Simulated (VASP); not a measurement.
# HfC (P6_3/mmc) in VASP: single point with PBE

Aim: the single point of HfC with PBE.

Program: VASP 6.6.1. These are calculated values, not measurements. Logs are shortened: lines on timing, memory, paths and dates and some standing lists are left out, and cuts for length are marked.

### 1 The cell of the first run

It takes space group P6_3/mmc (No. 194, hexagonal). The conventional cell has a = 3.343 Å, b = 3.343 Å, c = 5.203 Å, α = 90.00°, β = 90.00°, γ = 120.00°. Hf (site symmetry -6m2) has 6 C at 2.33 Å within 3.1 Å. Within 3.1 Å of C (site symmetry -3m) lie 6 Hf at 2.33 Å and 2 C at 2.60 Å.

### 2 Single point, PBE

Input file INCAR:

```
ALGO = Normal
EDIFF = 1E-6
ENCUT = 600
GGA = PE
GGA_COMPAT = F
ISIF = 2
ISMEAR = 0
LASPH = T
LCHARG = T
LELF = T
LREAL = F
LVHAR = T
LWAVE = F
NBANDS = 22
NELM = 120
PREC = Accurate
SIGMA = 0.1
```

Input file KPOINTS:

```
k-points
0
Gamma
  6 6 4
```

Input file POSCAR:

```
HfC
1.0
    3.3428660531      0.0000000000      0.0000000000
   -1.6714330265      2.8950069234      0.0000000000
    0.0000000000      0.0000000000      5.2027140000
Hf C
2 2
Direct
    0.6666666700      0.3333333300      0.7500000000
    0.3333333300      0.6666666700      0.2500000000
    0.0000000000      0.0000000000      0.0000000000
    0.0000000000      0.0000000000      0.5000000000
```

Potentials or basis: VASP PAW PBE potentials, release 64 (Hf_pv, C).

Run with:

```sh
$ cat potpaw_PBE.64/Hf_pv/POTCAR potpaw_PBE.64/C/POTCAR > POTCAR
$ mpirun -np 1 vasp_std > vasp.out
```

OUTCAR:

```text
EDIFF = 1E-6
   ENCUT = 600
   GGA = PE
   ISIF = 2
   ISMEAR = 0
   LASPH = T
   LREAL = F
   NELM = 120
   PREC = Accurate

 ion  position               nearest neighbor table
   1  0.667  0.333  0.750-   3 2.33   4 2.33   3 2.33   4 2.33   3 2.33   4 2.33   2 3.24   2 3.24
                             2 3.24   2 3.24   2 3.24   2 3.24
   2  0.333  0.667  0.250-   3 2.33   4 2.33   3 2.33   4 2.33   3 2.33   4 2.33   1 3.24   1 3.24
                             1 3.24   1 3.24   1 3.24   1 3.24
   3  0.000  0.000  0.000-   1 2.33   2 2.33   2 2.33   1 2.33   1 2.33   2 2.33
   4  0.000  0.000  0.500-   1 2.33   2 2.33   2 2.33   1 2.33   1 2.33   2 2.33

  LATTYP: Found a hexagonal cell.
 ALAT       =     3.3428660531
 C/A-ratio  =     1.5563632875

  Lattice vectors:

 A1 = (   3.3428660531,   0.0000000000,   0.0000000000)
 A2 = (  -1.6714330265,   2.8950069234,   0.0000000000)
 A3 = (   0.0000000000,   0.0000000000,   5.2027140000)

Analysis of symmetry for initial positions (statically):
=====================================================================
 Subroutine PRICEL returns:
 Original cell was already a primitive cell.

 Routine SETGRP: Setting up the symmetry group for a
 hexagonal supercell.

 Subroutine GETGRP returns: Found 24 space group operations
 (whereof 12 operations were pure point group operations)
 out of a pool of 24 trial point group operations.

The static configuration has the point symmetry D_3d.
 The point group associated with its full space group is D_6h.

Analysis of symmetry for dynamics (positions and initial velocities):
=====================================================================
 Subroutine PRICEL returns:
 Original cell was already a primitive cell.

 Routine SETGRP: Setting up the symmetry group for a
 hexagonal supercell.

 Subroutine GETGRP returns: Found 24 space group operations
 (whereof 12 operations were pure point group operations)
 out of a pool of 24 trial point group operations.

The dynamic configuration has the point symmetry D_3d.
 The point group associated with its full space group is D_6h.

 Subroutine INISYM returns: Found 24 space group operations
 (whereof 12 operations are pure point group operations),
 and found     1 'primitive' translations

----------------------------------------------------------------------------------------

                                     Primitive cell

  volume of cell :      50.3499

  direct lattice vectors                    reciprocal lattice vectors
     3.342866053  0.000000000  0.000000000     0.299144502  0.172711159  0.000000000
    -1.671433026  2.895006923  0.000000000     0.000000000  0.345422317  0.000000000
     0.000000000  0.000000000  5.202714000     0.000000000  0.000000000  0.192207375

  length of vectors
     3.342866053  3.342866053  5.202714000     0.345422317  0.345422317  0.192207375

  position of ions in fractional coordinates (direct lattice)
     0.666666670  0.333333330  0.750000000
     0.333333330  0.666666670  0.250000000
     0.000000000  0.000000000  0.000000000
     0.000000000  0.000000000  0.500000000

  ion indices of the primitive-cell ions
   primitive index   ion index
                 1           1
                 2           2
                 3           3
                 4           4

----------------------------------------------------------------------------------------

 KPOINTS: k-points

Automatic generation of k-mesh.
 Grid dimensions read from file:
 generate k-points for:    6    6    4

 Generating k-lattice:

  Cartesian coordinates                     Fractional coordinates (reciprocal lattice)
     0.049857417  0.028785193  0.000000000     0.166666667  0.000000000  0.000000000
     0.000000000  0.057570386  0.000000000     0.000000000  0.166666667  0.000000000
     0.000000000  0.000000000  0.048051844     0.000000000  0.000000000  0.250000000

  Length of vectors
     0.057570386  0.057570386  0.048051844

  Shift w.r.t. Gamma in fractional coordinates (k-lattice)
     0.000000000  0.000000000  0.000000000

 Subroutine IBZKPT returns following result:
 ===========================================

 Found     21 irreducible k-points:

 Following reciprocal coordinates:
            Coordinates               Weight
  0.000000  0.000000  0.000000      1.000000
  0.166667 -0.000000  0.000000      6.000000
  0.333333 -0.000000  0.000000      6.000000
  0.500000  0.000000  0.000000      3.000000
  0.166667  0.166667  0.000000      6.000000
  0.333333  0.166667  0.000000     12.000000
[... 13 lines left out ...]
  0.333333  0.166667  0.500000     12.000000
  0.333333  0.333333  0.500000      2.000000
   k-points           NKPTS =     21   k-points in BZ     NKDIM =     21   number of bands    NBANDS=     22
   number of dos      NEDOS =    301   number of ions     NIONS =      4
   total plane-waves  NPLWV =  32928
   dimension x,y,z NGX =    28 NGY =   28 NGZ =   42
   dimension x,y,z NGXF=    56 NGYF=   56 NGZF=   84
   ions per type =               2   2
   NGX,Y,Z   is equivalent  to a cutoff of  13.92, 13.92, 13.42 a.u.
   NGXF,Y,Z  is equivalent  to a cutoff of  27.85, 27.85, 26.84 a.u.
 SYSTEM =  unknown system
   PREC   = accura    normal or accurate (medium, high low for compatibility)
   ISTART =      0    job   : 0-new  1-cont  2-samecut
   ICHARG =      2    charge: 1-file 2-atom 10-const
   ISPIN  =      1    spin polarized calculation?
   LNONCOLLINEAR =      F non collinear calculations
   LSORBIT =      F    spin-orbit coupling
   LASPH  =      T    aspherical Exc in radial PAW
   ENCUT  =  600.0 eV  44.10 Ry    6.64 a.u.   6.68  6.68 10.39*2*pi/ulx,y,z
   NELM   =    120;   NELMIN=  2; NELMDL= -5     # of ELM steps
   EDIFF  = 0.1E-05   stopping-criterion for ELM
   LREAL  =      F    real-space projection
   EDIFFG = 0.1E-04   stopping-criterion for IOM
   NSW    =      0    number of steps for IOM
   IBRION =     -1    ionic relax: 0-MD 1-quasi-New 2-CG
   NFREE  =      0    steps in history (QN), initial steepest desc. (CG)
   ISIF   =      2    stress and relaxation
   ISYM   =      2    0-nonsym 1-usesym 2-fastsym
   POTIM  = 0.5000    time-step for ionic-motion
   TEBEG  =    0.0;   TEEND  =   0.0 temperature during run
   PSTRESS=    0.0 pullay stress
   NELECT =      28.0000    total number of electrons
   NUPDOWN=      -1.0000    fix difference up-down
   EMIN   =  10.00;   EMAX   =-10.00  energy-range for DOS
   EFERMI =   0.00;   METHOD = LEGACY
   ISMEAR =     0;   SIGMA  =   0.10  broadening in eV -4-tet -1-fermi 0-gaus
   EFERMI_NEDOS =   21; number of points for ismear=-14 and -15
   IALGO  =     38    algorithm
   IMIX   =      4    mixing-type and parameters
     AMIX     =   0.40;   BMIX     =  1.00
     AMIX_MAG =   1.60;   BMIX_MAG =  1.00
  volume/ion in A,a.u.               =      12.59        84.94
  Fermi-wavevector in a.u.,A,eV,Ry     =   1.346257  2.544057 24.659309  1.812408
  Thomas-Fermi vector in A             =   2.474104
   LORBIT       =      0    0 simple, 1 ext, 2 COOP (PROOUT), +10 PAW based schemes
   GGA     = PE    functional components
   LHFCALC =     F    Hartree Fock is set to
   AEXX    =    0.0000 exact exchange contribution
   IVDW    =     0    specifies the selected vdW correction
   LEPSILON=     F    determine dielectric tensor
   LRPA    =     F    only Hartree local field effects (RPA)
 non-spin polarized calculation
 Gauss-broadening in eV      SIGMA  =   0.10
  energy-cutoff  :      600.00
  volume of cell :       50.35
 maximum number of plane-waves:      1701
 NGX is ok and might be reduce to    28
   NGX = 13   NGY = 13   NGZ = 21

 number of electron      28.0000000 magnetization

 Free energy of the ion-electron system (eV)
  ---------------------------------------------------
  ext. energy  EPLUGINS =         0.00000000
  ---------------------------------------------------
  free energy    TOTEN  =       -41.30420639 eV

  energy without entropy =      -41.29953633  energy(sigma->0) =      -41.30187136

 E-fermi :   6.0773     XC(G=0): -12.2811

 val. band max:        6.0320049143   @ k =   0.1667   0.1667   0.2500
 cond. band min:       6.1997869550   @ k =   0.1667  -0.0000   0.0000
 fundamental gap:      0.1677820408
 Fermi energy:         6.0772711062

 k-point     1 :       0.0000    0.0000    0.0000
  band No.  band energies     occupation
      1     -24.2109      2.00000
      2     -23.6520      2.00000
      3     -23.6520      2.00000
      4     -23.5626      2.00000
      5     -23.5626      2.00000
      6     -23.4732      2.00000
[... 14 lines left out ...]
     21      10.4211      0.00000
     22      14.5478      0.00000

 k-point     2 :       0.1667   -0.0000    0.0000
  band No.  band energies     occupation
      1     -24.1485      2.00000
      2     -23.7737      2.00000
      3     -23.6963      2.00000
      4     -23.6740      2.00000
      5     -23.5696      2.00000
      6     -23.4982      2.00000
[... 14 lines left out ...]
     21      11.9729      0.00000
     22      13.4715      0.00000

 k-point     3 :       0.3333   -0.0000    0.0000
  band No.  band energies     occupation
      1     -24.0179      2.00000
      2     -23.9969      2.00000
      3     -23.8791      2.00000
      4     -23.7731      2.00000
      5     -23.5945      2.00000
      6     -23.5742      2.00000
[... 14 lines left out ...]
     21      12.7035      0.00000
     22      13.3718      0.00000
[... 401 lines left out ...]
 k-point    20 :       0.3333    0.1667    0.5000
  band No.  band energies     occupation
      1     -24.1059      2.00000
      2     -24.1059      2.00000
      3     -23.8122      2.00000
      4     -23.8122      2.00000
      5     -23.6135      2.00000
      6     -23.6135      2.00000
[... 14 lines left out ...]
     21      13.7266      0.00000
     22      13.7266      0.00000

 k-point    21 :       0.3333    0.3333    0.5000
  band No.  band energies     occupation
      1     -24.0494      2.00000
      2     -24.0494      2.00000
      3     -23.9483      2.00000
      4     -23.9483      2.00000
      5     -23.5925      2.00000
      6     -23.5925      2.00000
[... 14 lines left out ...]
     21      13.5121      0.00000
     22      13.5121      0.00000

------------------------ aborting loop because EDIFF is reached ----------------------------------------

  FORCE on cell =-STRESS in cart. coord.  units (eV):
  Direction    XX          YY          ZZ          XY          YZ          ZX
  --------------------------------------------------------------------------------------
  -------------------------------------------------------------------------------------
  Total       -1.1018487     -1.1018487      0.8526390     -0.0000000     -0.0000000      0.0000000
  in kB      -35.0617830    -35.0617830     27.1317159     -0.0000000     -0.0000000      0.0000000
  external PRESSURE =     -14.3306167 kB  Pullay stress =       0.0000000 kB

 VOLUME and BASIS-vectors are now :
 -----------------------------------------------------------------------------
  energy-cutoff  :      600.00
  volume of cell :       50.35
      direct lattice vectors                 reciprocal lattice vectors
     3.342866053  0.000000000  0.000000000     0.299144502  0.172711159  0.000000000
    -1.671433026  2.895006923  0.000000000     0.000000000  0.345422317  0.000000000
     0.000000000  0.000000000  5.202714000     0.000000000  0.000000000  0.192207375

 POSITION                                       TOTAL-FORCE (eV/Angst)
 -----------------------------------------------------------------------------------
      1.67143      0.96500      3.90204         0.000000     -0.000000      0.000000
     -0.00000      1.93000      1.30068        -0.000000      0.000000      0.000000
      0.00000      0.00000      0.00000        -0.000000      0.000000      0.000000
      0.00000      0.00000      2.60136         0.000000      0.000000      0.000000
 -----------------------------------------------------------------------------------
    total drift:                               -0.000003      0.000002     -0.000000

  FREE ENERGIE OF THE ION-ELECTRON SYSTEM (eV)
  ---------------------------------------------------
  free  energy   TOTEN  =       -41.3042063886 eV

  energy  without entropy=      -41.2995363306  energy(sigma->0) =      -41.30187136
```

Run time: 60 s. Hardware: 1 thread of Intel Xeon 8259CL, shared host; peak memory 0.18 GiB.

What came out:

| Item | Value |
| --- | --- |
| Free energy | -41.3042 eV |
| Pressure | -1.4 GPa |
| Band gap on the k mesh | zero (band 14 reaches 7.45 eV, above the bottom of band 15 at 6.03 eV) |

Caveat: the k points lie up to 0.36 Å⁻¹ apart; spin-orbit coupling is left out, which moves the levels of the heavy elements.
